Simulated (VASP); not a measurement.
# Ir (Fm-3m) in VASP: single point with PBE

Aim: the single point of Ir with PBE.

Program: VASP 6.6.1. These are calculated values, not measurements. Logs are shortened: lines on timing, memory, paths and dates and some standing lists are left out, and cuts for length are marked.

### 1 The cell of the first run

It takes space group Fm-3m (No. 225, cubic). Conventional cell: a = 3.873 Å, b = 3.873 Å, c = 3.873 Å, α = 90.00°, β = 90.00°, γ = 90.00°. Ir (site symmetry m-3m) has 12 Ir at 2.74 Å within 3.6 Å.

### 2 Single point, PBE, non-collinear spin, zero start, spin-orbit coupling

POSCAR reads:

```
Ir
1.0
    0.0000000000      1.9365151374      1.9365151374
    1.9365151374      0.0000000000      1.9365151374
    1.9365151374      1.9365151374      0.0000000000
Ir
1
Direct
    0.0000000000      0.0000000000      0.0000000000
```

INCAR.step1 reads:

```
PREC = Accurate
ENCUT = 520
EDIFF = 1E-6
ISMEAR = 0
SIGMA = 0.05
LREAL = False
LASPH = True
NELM = 150
ALGO = Normal
ISIF = 2
LWAVE = False
LCHARG = True
MAGMOM = 0 0 0
LSORBIT = True
GGA_COMPAT = False
LORBMOM = True
LMAXMIX = 4
GGA = PE
NBANDS = 20
```

KPOINTS.step1 reads:

```
Automatic mesh
0
Gamma
  18 18 18
```

INCAR.step2 reads:

```
PREC = Accurate
ENCUT = 520
EDIFF = 1E-6
ISMEAR = -5
SIGMA = 0.05
LREAL = False
LASPH = True
NELM = 150
ALGO = Normal
ISIF = 2
LWAVE = False
LCHARG = False
MAGMOM = 0 0 0
LORBIT = 10
LSORBIT = True
GGA_COMPAT = False
LORBMOM = True
LMAXMIX = 4
GGA = PE
NBANDS = 20
NEDOS = 1001
ICHARG = 11
```

KPOINTS.step2 reads:

```
Automatic mesh
0
Gamma
  27 27 27
```

Potentials or basis: VASP PAW PBE potentials, release 64 (Ir).

Command:

```console
cat potpaw_PBE.64/Ir/POTCAR > POTCAR
cp INCAR.step1 INCAR
cp KPOINTS.step1 KPOINTS
mpirun -np 1 vasp_ncl > vasp.out
cp INCAR.step2 INCAR
cp KPOINTS.step2 KPOINTS
mpirun -np 1 vasp_ncl > vasp.out
```

OUTCAR:

```text
PREC = Accurate
   ENCUT = 520
   EDIFF = 1E-6
   ISMEAR = -5
   LREAL = False
   LASPH = True
   NELM = 150
   ISIF = 2
   LORBIT = 10
   LSORBIT = True
   GGA = PE
   ICHARG = 11

 ion  position               nearest neighbor table
   1  0.000  0.000  0.000-

  LATTYP: Found a face centered cubic cell.
 ALAT       =     3.8730302748

  Lattice vectors:

 A1 = (   0.0000000000,   1.9365151374,   1.9365151374)
 A2 = (   1.9365151374,   0.0000000000,   1.9365151374)
 A3 = (   1.9365151374,   1.9365151374,   0.0000000000)

Analysis of symmetry for initial positions (statically):
=====================================================================
 Subroutine PRICEL returns:
 Original cell was already a primitive cell.

 Routine SETGRP: Setting up the symmetry group for a
 face centered cubic supercell.

 Subroutine GETGRP returns: Found 48 space group operations
 (whereof 48 operations were pure point group operations)
 out of a pool of 48 trial point group operations.

The static configuration has the point symmetry O_h .

Analysis of symmetry for dynamics (positions and initial velocities):
=====================================================================
 Subroutine PRICEL returns:
 Original cell was already a primitive cell.

 Routine SETGRP: Setting up the symmetry group for a
 face centered cubic supercell.

 Subroutine GETGRP returns: Found 48 space group operations
 (whereof 48 operations were pure point group operations)
 out of a pool of 48 trial point group operations.

The dynamic configuration has the point symmetry O_h .

Analysis of structural, dynamic, and magnetic symmetry:
=====================================================================
 Subroutine PRICEL returns:
 Original cell was already a primitive cell.

 Routine SETGRP: Setting up the symmetry group for a
 face centered cubic supercell.

 Subroutine GETGRP returns: Found 48 space group operations
 (whereof 48 operations were pure point group operations)
 out of a pool of 48 trial point group operations.

The overall configuration has the point symmetry O_h .

 Subroutine INISYM returns: Found 48 space group operations
 (whereof 48 operations are pure point group operations),
 and found     1 'primitive' translations

----------------------------------------------------------------------------------------

                                     Primitive cell

  volume of cell :      14.5242

  direct lattice vectors                    reciprocal lattice vectors
     0.000000000  1.936515137  1.936515137    -0.258195761  0.258195761  0.258195761
     1.936515137  0.000000000  1.936515137     0.258195761 -0.258195761  0.258195761
     1.936515137  1.936515137  0.000000000     0.258195761  0.258195761 -0.258195761

  length of vectors
     2.738645971  2.738645971  2.738645971     0.447208177  0.447208177  0.447208177

  position of ions in fractional coordinates (direct lattice)
     0.000000000  0.000000000  0.000000000

  ion indices of the primitive-cell ions
   primitive index   ion index
                 1           1

----------------------------------------------------------------------------------------

 KPOINTS: Automatic mesh

Automatic generation of k-mesh.
 Grid dimensions read from file:
 generate k-points for:   27   27   27

 Generating k-lattice:

  Cartesian coordinates                     Fractional coordinates (reciprocal lattice)
    -0.009562806  0.009562806  0.009562806     0.037037037  0.000000000  0.000000000
     0.009562806 -0.009562806  0.009562806     0.000000000  0.037037037  0.000000000
     0.009562806  0.009562806 -0.009562806     0.000000000  0.000000000  0.037037037

  Length of vectors
     0.016563266  0.016563266  0.016563266

  Shift w.r.t. Gamma in fractional coordinates (k-lattice)
     0.000000000  0.000000000  0.000000000

 TETIRR: Found   2653 inequivalent tetrahedra from   118098

 Subroutine IBZKPT returns following result:
 ===========================================

 Found    560 irreducible k-points:

 Following reciprocal coordinates:
            Coordinates               Weight
  0.000000  0.000000  0.000000      1.000000
  0.037037  0.000000  0.000000      8.000000
  0.074074  0.000000  0.000000      8.000000
  0.111111  0.000000  0.000000      8.000000
  0.148148  0.000000  0.000000      8.000000
  0.185185  0.000000  0.000000      8.000000
[... 16 lines left out ...]
  0.333333  0.037037  0.000000     24.000000
  0.370370  0.037037  0.000000     24.000000
 [... further k-points ...]
   k-points           NKPTS =    560   k-points in BZ     NKDIM =    560   number of bands    NBANDS=     20
   number of dos      NEDOS =   1001   number of ions     NIONS =      1
   total plane-waves  NPLWV =   8000
   dimension x,y,z NGX =    20 NGY =   20 NGZ =   20
   dimension x,y,z NGXF=    40 NGYF=   40 NGZF=   40
   ions per type =               1
   NGX,Y,Z   is equivalent  to a cutoff of  12.14, 12.14, 12.14 a.u.
   NGXF,Y,Z  is equivalent  to a cutoff of  24.28, 24.28, 24.28 a.u.
 SYSTEM =  unknown system
   PREC   = accura    normal or accurate (medium, high low for compatibility)
   ISTART =      0    job   : 0-new  1-cont  2-samecut
   ICHARG =     11    charge: 1-file 2-atom 10-const
   ISPIN  =      1    spin polarized calculation?
   LNONCOLLINEAR =      T non collinear calculations
   LSORBIT =      T    spin-orbit coupling
   LASPH  =      T    aspherical Exc in radial PAW
   ENCUT  =  520.0 eV  38.22 Ry    6.18 a.u.   5.09  5.09  5.09*2*pi/ulx,y,z
   NELM   =    150;   NELMIN=  2; NELMDL=  0     # of ELM steps
   EDIFF  = 0.1E-05   stopping-criterion for ELM
   LREAL  =      F    real-space projection
   EDIFFG = 0.1E-04   stopping-criterion for IOM
   NSW    =      0    number of steps for IOM
   IBRION =     -1    ionic relax: 0-MD 1-quasi-New 2-CG
   NFREE  =      0    steps in history (QN), initial steepest desc. (CG)
   ISIF   =      2    stress and relaxation
   ISYM   =      2    0-nonsym 1-usesym 2-fastsym
   POTIM  = 0.5000    time-step for ionic-motion
   TEBEG  =    0.0;   TEEND  =   0.0 temperature during run
   PSTRESS=    0.0 pullay stress
   NELECT =       9.0000    total number of electrons
   NUPDOWN=      -1.0000    fix difference up-down
   EMIN   =  10.00;   EMAX   =-10.00  energy-range for DOS
   EFERMI =   0.00;   METHOD = LEGACY
   ISMEAR =    -5;   SIGMA  =   0.05  broadening in eV -4-tet -1-fermi 0-gaus
   EFERMI_NEDOS =   21; number of points for ismear=-14 and -15
   IALGO  =     38    algorithm
   IMIX   =      4    mixing-type and parameters
     AMIX     =   0.40;   BMIX     =  1.00
     AMIX_MAG =   1.60;   BMIX_MAG =  1.00
  volume/ion in A,a.u.               =      14.52        98.01
  Fermi-wavevector in a.u.,A,eV,Ry     =   1.395698  2.637487 26.503778  1.947973
  Thomas-Fermi vector in A             =   2.519124
   LORBIT       =     10    0 simple, 1 ext, 2 COOP (PROOUT), +10 PAW based schemes
   GGA     = PE    functional components
   LHFCALC =     F    Hartree Fock is set to
   AEXX    =    0.0000 exact exchange contribution
   IVDW    =     0    specifies the selected vdW correction
   LEPSILON=     F    determine dielectric tensor
   LRPA    =     F    only Hartree local field effects (RPA)
 Fermi weights with tetrahedron method with Bloechl corrections
  energy-cutoff  :      520.00
  volume of cell :       14.52
 maximum number of plane-waves:       800

 number of electron       9.0000000 magnetization      -0.0000000     -0.0000000      0.0000000

 Free energy of the ion-electron system (eV)
  ---------------------------------------------------
  ext. energy  EPLUGINS =         0.00000000
  ---------------------------------------------------
  free energy    TOTEN  =        -9.23782060 eV

  energy without entropy =       -9.23782060  energy(sigma->0) =       -9.23782060

 E-fermi :   9.9863     XC(G=0): -13.8311

 val. band max:        9.9882124458   @ k =   0.3704   0.2222   0.0000
 cond. band min:       9.9796072974   @ k =  -0.3704   0.2222   0.0000
 fundamental gap:     -0.0086051484
 Fermi energy:         9.9862585664

 k-point     1 :       0.0000    0.0000    0.0000
  band No.  band energies     occupation
      1      -0.8791      1.00000
      2      -0.8791      1.00000
      3       5.8654      1.00000
      4       5.8654      1.00000
      5       5.8654      1.00000
      6       5.8654      1.00000
[... 12 lines left out ...]
     19      29.9289      0.00000
     20      29.9289      0.00000

 k-point     2 :       0.0370    0.0000    0.0000
  band No.  band energies     occupation
      1      -0.8197      1.00000
      2      -0.8197      1.00000
      3       5.8575      1.00000
      4       5.8575      1.00000
      5       5.8836      1.00000
      6       5.8836      1.00000
[... 12 lines left out ...]
     19      30.0243      0.00000
     20      30.0243      0.00000

 k-point     3 :       0.0741    0.0000    0.0000
  band No.  band energies     occupation
      1      -0.6439      1.00000
      2      -0.6439      1.00000
      3       5.8253      1.00000
      4       5.8253      1.00000
      5       5.9344      1.00000
      6       5.9344      1.00000
[... 12 lines left out ...]
     19      30.3067      0.00000
     20      30.3067      0.00000

 k-point     4 :       0.1111    0.0000    0.0000
  band No.  band energies     occupation
      1      -0.3597      1.00000
      2      -0.3597      1.00000
      3       5.7565      1.00000
      4       5.7565      1.00000
      5       6.0050      1.00000
      6       6.0050      1.00000
[... 429 lines left out ...]
 k-point    23 :       0.3333    0.0370    0.0000
  band No.  band energies     occupation
      1       1.9469      1.00000
      2       1.9469      1.00000
      3       5.9505      1.00000
      4       5.9505      1.00000
      5       6.2041      1.00000
      6       6.2041      1.00000
[... 12 lines left out ...]
     19      33.0446      0.00000
     20      33.0446      0.00000

 k-point    24 :       0.3704    0.0370    0.0000
  band No.  band energies     occupation
      1       2.0920      1.00000
      2       2.0920      1.00000
      3       5.8655      1.00000
      4       5.8655      1.00000
      5       6.7393      1.00000
      6       6.7393      1.00000
[... 12 lines left out ...]
     19      32.1071      0.00000
     20      32.1071      0.00000

 [... further k-points ...]

------------------------ aborting loop because EDIFF is reached ----------------------------------------

  FORCE on cell =-STRESS in cart. coord.  units (eV):
  Direction    XX          YY          ZZ          XY          YZ          ZX
  --------------------------------------------------------------------------------------
  -------------------------------------------------------------------------------------
  Total        0.0710324      0.0710324      0.0710324      0.0000000      0.0000000      0.0000000
  in kB        7.8356383      7.8356383      7.8356383      0.0000000      0.0000000      0.0000000
  external PRESSURE =       7.8356383 kB  Pullay stress =       0.0000000 kB

 VOLUME and BASIS-vectors are now :
 -----------------------------------------------------------------------------
  energy-cutoff  :      520.00
  volume of cell :       14.52
      direct lattice vectors                 reciprocal lattice vectors
     0.000000000  1.936515137  1.936515137    -0.258195761  0.258195761  0.258195761
     1.936515137  0.000000000  1.936515137     0.258195761 -0.258195761  0.258195761
     1.936515137  1.936515137  0.000000000     0.258195761  0.258195761 -0.258195761

 POSITION                                       TOTAL-FORCE (eV/Angst)
 -----------------------------------------------------------------------------------
      0.00000      0.00000      0.00000        -0.000000     -0.000000     -0.000000
 -----------------------------------------------------------------------------------
    total drift:                                0.000000      0.000000      0.000000

  FREE ENERGIE OF THE ION-ELECTRON SYSTEM (eV)
  ---------------------------------------------------
  free  energy   TOTEN  =        -9.2378206021 eV

  energy  without entropy=       -9.2378206021  energy(sigma->0) =       -9.23782060

 orbital moment (x)

 # of ion     p       d       tot
 ----------------------------------------
  1         0.000   0.000   0.000
 ----------------------------------------
            0.000   0.000   0.000

 orbital moment (y)

 # of ion     p       d       tot
 ----------------------------------------
  1         0.000  -0.000  -0.000
 ----------------------------------------
            0.000  -0.000  -0.000

 orbital moment (z)

 # of ion     p       d       tot
 ----------------------------------------
  1         0.000   0.000   0.000
 ----------------------------------------
            0.000   0.000   0.000

 Spin-Orbit-Coupling matrix elements

 Ion:    1  E_soc:     -0.7810652
 l=   1
     0.0000000    -0.0376851    -0.0376851
    -0.0376851     0.0000000    -0.0376851
    -0.0376851    -0.0376851     0.0000000
 l=   2
     0.0000000    -0.0158692     0.0000000    -0.0158692    -0.0766233
    -0.0158692     0.0000000    -0.0574675    -0.0158692    -0.0191558
     0.0000000    -0.0574675     0.0000000    -0.0574675     0.0000000
    -0.0158692    -0.0158692    -0.0574675     0.0000000    -0.0191558
    -0.0766233    -0.0191558     0.0000000    -0.0191558     0.0000000
 l=   3
     0.0000000     0.0000000     0.0000000     0.0000000     0.0000000     0.0000000     0.0000000
     0.0000000     0.0000000     0.0000000     0.0000000     0.0000000     0.0000000     0.0000000
     0.0000000     0.0000000     0.0000000     0.0000000     0.0000000     0.0000000     0.0000000
     0.0000000     0.0000000     0.0000000     0.0000000     0.0000000     0.0000000     0.0000000
     0.0000000     0.0000000     0.0000000     0.0000000     0.0000000     0.0000000     0.0000000
     0.0000000     0.0000000     0.0000000     0.0000000     0.0000000     0.0000000     0.0000000
     0.0000000     0.0000000     0.0000000     0.0000000     0.0000000     0.0000000     0.0000000

 total charge

# of ion       s       p       d       tot
------------------------------------------
    1        0.659   0.720   6.935   8.315

 magnetization (x)

# of ion       s       p       d       tot
------------------------------------------
    1        0.000  -0.000   0.000   0.000

 magnetization (y)

# of ion       s       p       d       tot
------------------------------------------
    1       -0.000  -0.000   0.000  -0.000

 magnetization (z)

# of ion       s       p       d       tot
------------------------------------------
    1       -0.000   0.000   0.000  -0.000
```

Run time: 2.5 min. Hardware: 1 thread of Intel Xeon 6975P-C (Granite Rapids), shared host; peak memory 0.33 GiB.

What came out:

```
Net moment                                            : 0.00 μB per cell
Valence electrons inside the program's atomic spheres : Ir 8.31
```

Moments on the atoms (μB; x, y, z):
```
Ir  0.00 0.00 0.00
```
